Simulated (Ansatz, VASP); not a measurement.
# TiO2: VASP beside Ansatz

```
CELL_PARAMETERS angstrom
-1.92811 1.92811 4.77572
1.92811 -1.92811 4.77572
1.92811 1.92811 -4.77572
ATOMIC_POSITIONS crystal
Ti 0.00000 0.00000 0.00000
Ti 0.75000 0.25000 0.50000
O 0.20651 0.20651 0.00000
O 0.95651 0.45651 0.50000
O 0.54349 0.04349 0.50000
O 0.79349 0.79349 0.00000
```

Change from the starting cell: strain +0.015 along x and y, -0.015 along z, atoms carried along.

Alike in both runs: task single point; functional PBE; k mesh 10 × 10 × 10; occupations gaussian, width 0.05 eV; no spin polarisation.

|  | VASP | Ansatz |
| --- | --- | --- |
| version | VASP 6.6.1 | Ansatz 0.2.0 |
| potentials or method | VASP PAW PBE potentials, release 64 (Ti_sv, O), cutoff 520 eV | scalar-relativistic, plane waves, PAW |
| valence electrons in the cell | 48 | 48 |

Ansatz gave:

| Property | Result |
| --- | --- |
| gap on the k mesh at the Fermi level (eV) | 2.08 |
| least direct gap on the mesh (eV) | 2.36 |
| pressure (GPa) | -2.4 |
| traceless stress, the component that is largest in VASP (GPa) | 4.15 |
| rms of the force components (eV/Å) | 0.121 |

What did VASP give for the same quantities?

gap on the k mesh at the Fermi level (eV): 2.06; least direct gap on the mesh (eV): 2.34; pressure (GPa): -1.8; traceless stress, the component that is largest in VASP (GPa): 4.31; rms of the force components (eV/Å): 0.134.

Atom by atom the forces differ by 0.013 eV/Å (rms over components). With one functional, cell and mesh, what is left measures potentials, basis and numerics.
